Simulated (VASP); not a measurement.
Input of a VASP 6.6.1 run:

Contents of INCAR:

```
SYSTEM = Rh
ALGO = Fast
EDIFF = 1E-7
ENCUT = 520
GGA = CA
ISIF = 2
ISMEAR = 0
ISPIN = 2
LASPH = .TRUE.
LCHARG = .FALSE.
LMAXMIX = 4
LORBIT = 11
LREAL = .FALSE.
LWAVE = .FALSE.
MAGMOM = 1 1
NBANDS = 26
NELM = 150
NUPDOWN = 2.0
PREC = Accurate
SIGMA = 0.15
```

The input KPOINTS:

```
k-points
0
G
  21 21 12
  0 0 0
```

The input POSCAR:

```
Rh
1.0
    2.8216504786      0.0000000000      0.0000000000
   -1.4108252393      2.4436209951      0.0000000000
    0.0000000000      0.0000000000      4.5432630173
Rh
2
Direct
    0.6666666667      0.3333333333      0.7500000000
    0.3333333333      0.6666666667      0.2500000000
```

Potentials or basis: VASP PAW LDA potentials, release 64 (Rh_pv).

Run with:

```console
$ cat potpaw_LDA.64/Rh_pv/POTCAR > POTCAR
$ mpirun -np 1 vasp_std > vasp.out
```

Task: Predict the pressure.

Result: -28.9 GPa.

Stress tensor (GPa, compression positive):
```
-28.63   0.00   0.00
  0.00 -28.63   0.00
  0.00   0.00 -29.56
```

Caveat: the cell stands under tension; the total moment is fixed, so each spin has its own Fermi level and the state may be an excited one.
